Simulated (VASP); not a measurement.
Write the native input for VASP 6.6.1 that does the following.

* Task: relaxation of cell and atoms
* Functional: PBE
* Potentials or basis: VASP PAW PBE potentials, release 64 (Bi_d, Os)
* Cutoff: 600 eV
* k mesh: 4 × 4 × 4
* Occupations: gaussian, width 0.1 eV
* Spin: no spin polarisation
* Dipole correction: no
* Further INCAR settings: ALGO = Normal; EDIFF = 1e-06; IBRION = 2; EDIFFG = -0.04; NSW = 90; ISIF = 3

The structure of BiOs2 lies in POSCAR:

```
BiOs2
1.0
    4.1131702760      0.0000000000      0.0000000000
    0.0000000000      4.1131702760      0.0000000000
    0.0000000000      0.0000000000      6.2758818014
Bi Os
2 4
Direct
    0.0000000000      0.5000000000      0.7000000000
    0.5000000000      0.0000000000      0.3000000000
    0.0000000000      0.0000000000      0.0000000000
    0.5000000000      0.5000000000      0.0000000000
    0.0000000000      0.5000000000      0.2700000000
    0.5000000000      0.0000000000      0.7300000000
```

The input as run:

INCAR

```
ALGO = Normal
EDIFF = 1E-6
EDIFFG = -0.04
ENCUT = 600
GGA = PE
IBRION = 2
ISIF = 3
ISMEAR = 0
LASPH = True
LCHARG = False
LREAL = False
LWAVE = False
NELM = 100
NSW = 90
PREC = Accurate
SIGMA = 0.1
```

KPOINTS

```
k-points
0
Gamma
  4 4 4
```

Potentials or basis: VASP PAW PBE potentials, release 64 (Bi_d, Os).

Launch:

```sh
$ cat potpaw_PBE.64/Bi_d/POTCAR potpaw_PBE.64/Os/POTCAR > POTCAR
$ mpirun -np 1 vasp_std > vasp.out
```

It gave:

The relaxed volume is 19.13 Å³/atom and the relaxed cell is a = 3.797 Å, b = 3.797 Å, c = 7.959 Å, α = 90.00°, β = 90.00°, γ = 90.00°. The space group after relaxing (to 0.1 Å) is P4/nmm (No. 129). The energy gained by relaxing is 417.9 meV/atom and the ionic steps are 24. The pressure after relaxing is 0.2 GPa, the largest force after relaxing is 0.040 eV/Å and the band gap on the k mesh is zero (bands 31 and 32 overlap by 0.90 eV).

Caveat: the k points lie up to 0.41 Å⁻¹ apart in the final cell, too coarse for converged energies and pressures of a metal; a cell axis changed by over 15 % at a fixed basis, so the end point is rough; spin-orbit coupling is left out, which moves the levels of the heavy elements.

Run time: 11 min on 1 thread of Intel(R) Xeon(R) 6975P-C (Granite Rapids), on a shared host, peak memory 0.29 GiB.
